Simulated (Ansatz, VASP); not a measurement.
YN: VASP beside Ansatz

```
Y N
1.0
     0.00000    2.43850    2.43850
     2.43850    0.00000    2.43850
     2.43850    2.43850    0.00000
Y N
1 1
Direct
  0.00000 0.00000 0.00000
  0.50000 0.50000 0.50000
```

Alike in both runs: task single point; functional PBE; k mesh 9 × 9 × 9; occupations fermi-dirac, width 0.03 eV; no spin polarisation.

|  | VASP | Ansatz |
| --- | --- | --- |
| version | VASP 6.6.1 | Ansatz 0.2.0 |
| potentials or method | VASP PAW PBE potentials, release 64 (Y_sv, N), cutoff 600 eV | all-electron LAPW, scalar-relativistic |

```csv
,VASP,Ansatz,Ansatz less VASP
pressure (GPa),2.7,3.0,+0.28
```

Ansatz ran all-electron here, and VASP with PAW potentials.
